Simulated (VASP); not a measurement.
# Pd (Im-3m) in VASP: settings compared, part 2 of 2

VASP 6.6.1. The steps go on from the part before.

### 3 Relaxation of cell and atoms, revPBE+D4

INCAR

```
  ALGO = Normal
  EDIFF = 1E-7
  EDIFFG = -0.01
  ENCUT = 600
  GGA = RE
  IBRION = 2
  ISIF = 3
  ISMEAR = -1
  IVDW = 13
  LASPH = T
  LCHARG = F
  LREAL = F
  LWAVE = F
  NELM = 80
  NSW = 60
  PREC = Accurate
  SIGMA = 0.05
```

KPOINTS

```
k-points
0
Gamma
  12 12 12
```

POSCAR

```
Pd
1.0
   -1.5722810000      1.5722810000      1.5722810000
    1.5722810000     -1.5722810000      1.5722810000
    1.5722810000      1.5722810000     -1.5722810000
Pd
1
Direct
    0.0000000000      0.0000000000      0.0000000000
```

Potentials or basis: VASP PAW PBE potentials, release 64 (Pd).

Launch:

```sh
$ cat potpaw_PBE.64/Pd/POTCAR > POTCAR
$ mpirun -np 1 vasp_std > vasp.out
```

OUTCAR:

```text
EDIFF = 1E-7
   EDIFFG = -0.01
   ENCUT = 600
   GGA = RE
   IBRION = 2
   ISIF = 3
   ISMEAR = -1
   IVDW = 13
   LASPH = T
   LREAL = F
   NELM = 80
   NSW = 60
   PREC = Accurate

 ion  position               nearest neighbor table
   1  0.000  0.000  0.000-

  LATTYP: Found a body centered cubic cell.
 ALAT       =     3.1445620000

  Lattice vectors:

 A1 = (  -1.5722810000,   1.5722810000,   1.5722810000)
 A2 = (   1.5722810000,  -1.5722810000,   1.5722810000)
 A3 = (   1.5722810000,   1.5722810000,  -1.5722810000)

Analysis of symmetry for initial positions (statically):
=====================================================================
 Subroutine PRICEL returns:
 Original cell was already a primitive cell.

 Routine SETGRP: Setting up the symmetry group for a
 body centered cubic supercell.

 Subroutine GETGRP returns: Found 48 space group operations
[... 9 lines left out ...]

 Routine SETGRP: Setting up the symmetry group for a
 body centered cubic supercell.

 Subroutine GETGRP returns: Found 48 space group operations
[... 11 lines left out ...]
                                     Primitive cell

  volume of cell :      15.5471

  direct lattice vectors                    reciprocal lattice vectors
    -1.572281000  1.572281000  1.572281000     0.000000000  0.318009313  0.318009313
     1.572281000 -1.572281000  1.572281000     0.318009313  0.000000000  0.318009313
     1.572281000  1.572281000 -1.572281000     0.318009313  0.318009313  0.000000000

  length of vectors
     2.723270576  2.723270576  2.723270576     0.449733083  0.449733083  0.449733083

  position of ions in fractional coordinates (direct lattice)
     0.000000000  0.000000000  0.000000000

  ion indices of the primitive-cell ions
   primitive index   ion index
                 1           1

----------------------------------------------------------------------------------------

 KPOINTS: k-points

Automatic generation of k-mesh.
 Grid dimensions read from file:
 generate k-points for:   12   12   12

 Generating k-lattice:

  Cartesian coordinates                     Fractional coordinates (reciprocal lattice)
     0.000000000  0.026500776  0.026500776     0.083333333  0.000000000  0.000000000
     0.026500776  0.000000000  0.026500776     0.000000000  0.083333333  0.000000000
     0.026500776  0.026500776  0.000000000     0.000000000  0.000000000  0.083333333

  Length of vectors
     0.037477757  0.037477757  0.037477757

  Shift w.r.t. Gamma in fractional coordinates (k-lattice)
     0.000000000  0.000000000  0.000000000

 Subroutine IBZKPT returns following result:
 ===========================================

 Found     72 irreducible k-points:

 Following reciprocal coordinates:
            Coordinates               Weight
  0.000000  0.000000  0.000000      1.000000
  0.083333  0.000000  0.000000     12.000000
  0.166667  0.000000  0.000000     12.000000
  0.250000  0.000000  0.000000     12.000000
  0.333333  0.000000  0.000000     12.000000
  0.416667  0.000000  0.000000     12.000000
[... 16 lines left out ...]
  0.333333  0.083333  0.083333     24.000000
  0.416667  0.083333  0.083333     12.000000
 [... further k-points ...]
   k-points           NKPTS =     72   k-points in BZ     NKDIM =     72   number of bands    NBANDS=      9
   number of dos      NEDOS =    301   number of ions     NIONS =      1
   total plane-waves  NPLWV =  13824
   dimension x,y,z NGX =    24 NGY =   24 NGZ =   24
   dimension x,y,z NGXF=    48 NGYF=   48 NGZF=   48
   ions per type =               1
   NGX,Y,Z   is equivalent  to a cutoff of  14.65, 14.65, 14.65 a.u.
   NGXF,Y,Z  is equivalent  to a cutoff of  29.30, 29.30, 29.30 a.u.
 SYSTEM =  unknown system
   PREC   = accura    normal or accurate (medium, high low for compatibility)
   ISTART =      0    job   : 0-new  1-cont  2-samecut
   ICHARG =      2    charge: 1-file 2-atom 10-const
   ISPIN  =      1    spin polarized calculation?
   LNONCOLLINEAR =      F non collinear calculations
   LSORBIT =      F    spin-orbit coupling
   LASPH  =      T    aspherical Exc in radial PAW
   ENCUT  =  600.0 eV  44.10 Ry    6.64 a.u.   5.44  5.44  5.44*2*pi/ulx,y,z
   NELM   =     80;   NELMIN=  2; NELMDL= -5     # of ELM steps
   EDIFF  = 0.1E-06   stopping-criterion for ELM
   LREAL  =      F    real-space projection
   EDIFFG = -.1E-01   stopping-criterion for IOM
   NSW    =     60    number of steps for IOM
   IBRION =      2    ionic relax: 0-MD 1-quasi-New 2-CG
   NFREE  =      1    steps in history (QN), initial steepest desc. (CG)
   ISIF   =      3    stress and relaxation
   ISYM   =      2    0-nonsym 1-usesym 2-fastsym
   POTIM  = 0.5000    time-step for ionic-motion
   TEBEG  =    0.0;   TEEND  =   0.0 temperature during run
   PSTRESS=    0.0 pullay stress
   NELECT =      10.0000    total number of electrons
   NUPDOWN=      -1.0000    fix difference up-down
   EMIN   =  10.00;   EMAX   =-10.00  energy-range for DOS
   EFERMI =   0.00;   METHOD = LEGACY
   ISMEAR =    -1;   SIGMA  =   0.05  broadening in eV -4-tet -1-fermi 0-gaus
   EFERMI_NEDOS =   21; number of points for ismear=-14 and -15
   IALGO  =     38    algorithm
   IMIX   =      4    mixing-type and parameters
     AMIX     =   0.40;   BMIX     =  1.00
     AMIX_MAG =   1.60;   BMIX_MAG =  1.00
  volume/ion in A,a.u.               =      15.55       104.92
  Fermi-wavevector in a.u.,A,eV,Ry     =   1.413160  2.670485 27.171123  1.997021
  Thomas-Fermi vector in A             =   2.534834
   LORBIT       =      0    0 simple, 1 ext, 2 COOP (PROOUT), +10 PAW based schemes
   GGA     = RE    functional components
   LHFCALC =     F    Hartree Fock is set to
   AEXX    =    0.0000 exact exchange contribution
   IVDW    =    13    specifies the selected vdW correction
   LEPSILON=     F    determine dielectric tensor
   LRPA    =     F    only Hartree local field effects (RPA)
 conjugate gradient relaxation of ions
 non-spin polarized calculation
  energy-cutoff  :      600.00
  volume of cell :       15.55
 maximum number of plane-waves:       539
 NGX is ok and might be reduce to    24
   NGX = 11   NGY = 11   NGZ = 11

--------------------------------------- Ionic step        1  -------------------------------------------

 number of electron      10.0000002 magnetization

 Free energy of the ion-electron system (eV)
  ---------------------------------------------------
  ext. energy  EPLUGINS =         0.00000000
  ---------------------------------------------------
  free energy    TOTEN  =        -4.71122608 eV

  energy without entropy =       -4.70071842  energy(sigma->0) =       -4.70597225

------------------------ aborting loop because EDIFF is reached ----------------------------------------

  DFT-D4 for vdW energy calculation

  Edisp (eV):   -0.78333

  FORCE on cell =-STRESS in cart. coord.  units (eV):
  Direction    XX          YY          ZZ          XY          YZ          ZX
  --------------------------------------------------------------------------------------
  -------------------------------------------------------------------------------------
  Total      -0.58728    -0.58728    -0.58728     0.00000    -0.00000     0.00000
  in kB     -60.52081   -60.52081   -60.52081     0.00000    -0.00000     0.00000
  external pressure =      -60.52 kB  Pullay stress =        0.00 kB
[... 20 lines left out ...]
  energy  without entropy=       -5.4840529921  energy(sigma->0) =       -5.48930682

--------------------------------------- Ionic step        2  -------------------------------------------

 number of electron       9.9999999 magnetization

 E-fermi :  10.4048     XC(G=0): -13.3174

 val. band max:       10.4042793017   @ k =  -0.4167   0.4167   0.4167
 cond. band min:      10.4973503528   @ k =  -0.2500   0.3333   0.0833
 fundamental gap:      0.0930710510
 Fermi energy:        10.4047513395

 k-point     1 :       0.0000    0.0000    0.0000
  band No.  band energies     occupation
      1       3.0722      2.00000
      2       7.3149      2.00000
      3       7.3149      2.00000
      4       7.3149      2.00000
      5       9.4031      2.00000
      6       9.4031      2.00000
      7      29.8928      0.00000
      8      29.8928      0.00000
      9      29.8928      0.00000
[... 312 lines left out ...]
  energy  without entropy=       -5.4761846075  energy(sigma->0) =       -5.48060151

--------------------------------------- Ionic step        3  -------------------------------------------

 number of electron      10.0000000 magnetization

 Free energy of the ion-electron system (eV)
  ---------------------------------------------------
  ext. energy  EPLUGINS =         0.00000000
  ---------------------------------------------------
  free energy    TOTEN  =        -4.69370558 eV

  energy without entropy =       -4.68395378  energy(sigma->0) =       -4.68882968

 E-fermi :   9.5808     XC(G=0): -13.0071

 val. band max:        9.5718894066   @ k =  -0.2500   0.2500   0.1667
 cond. band min:       9.6606711014   @ k =  -0.4167   0.4167   0.2500
 fundamental gap:      0.0887816948
 Fermi energy:         9.5807621709

 k-point     1 :       0.0000    0.0000    0.0000
  band No.  band energies     occupation
      1       2.6215      2.00000
      2       6.7135      2.00000
      3       6.7135      2.00000
      4       6.7135      2.00000
      5       8.6529      2.00000
      6       8.6529      2.00000
      7      28.9639      0.00000
      8      28.9639      0.00000
      9      28.9639      0.00000
[... 308 lines left out ...]
  FREE ENERGIE OF THE ION-ELECTRON SYSTEM (eV)
  ---------------------------------------------------
  free  energy   TOTEN  =        -5.5058891399 eV

  energy  without entropy=       -5.4961373380  energy(sigma->0) =       -5.50101324

 reached required accuracy - stopping structural energy minimisation
```

OSZICAR:

```text
N       E                     dE             d eps       ncg     rms          rms(c)
DAV:   1     0.450701631532E+02    0.45070E+02   -0.57785E+03  1296   0.117E+03
DAV:   2    -0.452281836491E+01   -0.49593E+02   -0.48262E+02  1382   0.206E+02
[... 21 lines left out ...]
DAV:   1    -0.498944711230E+01   -0.35628E+00   -0.59550E+00  1304   0.280E+01    0.359E+00
DAV:   2    -0.469540814739E+01    0.29404E+00   -0.14361E+00  1301   0.110E+01    0.119E+00
DAV:   3    -0.469346248689E+01    0.19457E-02   -0.95357E-03  1442   0.771E-01    0.720E-01
DAV:   4    -0.469364832845E+01   -0.18584E-03   -0.28900E-03  1378   0.485E-01    0.480E-02
DAV:   5    -0.469370300970E+01   -0.54681E-04   -0.57889E-05  1839   0.490E-02    0.242E-02
DAV:   6    -0.469370565019E+01   -0.26405E-05   -0.18120E-06  1344   0.170E-02    0.104E-03
DAV:   7    -0.469370558315E+01    0.67043E-07   -0.89330E-09   779   0.835E-04
   3 F= -.55058891E+01 E0= -.55010132E+01  d E =-.113285E-01
```

CONTCAR:

```text
Pd
   1.00000000000000
    -1.5528717035035089    1.5528717035035089    1.5528717035035089
     1.5528717035035089   -1.5528717035035089    1.5528717035035089
     1.5528717035035089    1.5528717035035089   -1.5528717035035089
  Pd
     1
Direct
     0.0000000000000000    0.0000000000000000    0.0000000000000000

  0.00000000E+00  0.00000000E+00  0.00000000E+00
```

Run time: 16 s. Hardware: 1 thread of Intel Xeon 6975P-C (Granite Rapids), shared host; peak memory 0.15 GiB.

What came out:

- Free energy: -5.5059 eV
- Relaxed volume: 14.98 Å³/atom
- Relaxed cell: a = 2.690 Å, b = 2.690 Å, c = 2.690 Å, α = 109.47°, β = 109.47°, γ = 109.47°
- Space group after relaxing (to 0.05 Å): Im-3m (No. 229)
- Energy gained by relaxing: 11.3 meV/atom
- Ionic steps: 3
- Pressure after relaxing: -0.1 GPa
- Band gap on the k mesh: zero (band 5 reaches 10.19 eV, above the bottom of band 6 at 8.54 eV)
- Dispersion energy per atom: -0.812 eV

Step by step:
| step | energy change (eV) | largest force (eV/Å) | pressure (GPa) | volume (Å³) |
| --- | --- | --- | --- | --- |
| 1 | 0.0000 | 0.0000 | -6.05 | 15.55 |
| 2 | 0.0095 | 0.0000 | 9.95 | 14.26 |
| 3 | -0.0113 | 0.0000 | -0.06 | 14.98 |

Final structure:
```
Pd
1.0
    -1.55287    1.55287    1.55287
     1.55287   -1.55287    1.55287
     1.55287    1.55287   -1.55287
Pd
1
Cartesian
  0.0000 0.0000 0.0000
```

Caveat: the PAW data sets were made with another functional, which shifts forces and pressure a little; pairwise dispersion overbinds metals, which lowers pressure and volume.
